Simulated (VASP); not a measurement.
Runs of VASP 6.6.1 on KI. The structure is that of space group R-3m (No. 166), or close to it. The cells are those of the table. 

| level | cell | k mesh | smearing | grid for exact exchange (PRECFOCK) | share of exact exchange | screening parameter | gap on the mesh (eV) | pressure (GPa) |
| --- | --- | --- | --- | --- | --- | --- | --- | --- |
| HSE06 | a = 4.847 Å, angles 62.3°, 2 atoms | 4 × 4 × 4 | gaussian 0.01 eV | Normal | 0.25 | 0.2079 1/Å | (a) | 1.0 |
| PBE | a = 5.076 Å, angles 57.2°, 2 atoms | 4 × 4 × 4 | gaussian 0.01 eV | - | - | - | 3.92 | 0.9 |
| PBE | a = 5.076 Å, angles 57.2°, 2 atoms | 6 × 6 × 6 | fermi-dirac 0.02 eV | - | - | - | 3.92 | 0.9 |
| r2SCAN | a = 4.847 Å, angles 62.3°, 2 atoms | 6 × 6 × 6 | gaussian 0.01 eV | - | - | - | (b) | 0.7 |
| r2SCAN | a = 5.076 Å, angles 57.2°, 2 atoms | 6 × 6 × 6 | gaussian 0.01 eV | - | - | - | 4.57 | 0.4 |
| PBE | a = 4.847 Å, angles 62.3°, 2 atoms | 6 × 6 × 6 | fermi-dirac 0.02 eV | - | - | - | 3.96 | 1.2 |
| PBE | a = 4.847 Å, angles 62.3°, 2 atoms | 4 × 4 × 4 | gaussian 0.01 eV | - | - | - | 3.96 | 1.2 |

Alike in all rows: task single point; potentials or basis VASP PAW PBE potentials, release 64 (K_sv, I); no spin polarisation; cutoff (eV) 520.

Task: Fill in the values left out.

Result: (a) 4.96; (b) 4.62.

Caveats: spin-orbit coupling is left out, which moves the levels of the heavy elements; the PAW data sets were made with another functional, which shifts forces and pressure a little (at least some runs).

A k mesh can miss the band edges, and the runs leave out spin-orbit coupling on I.
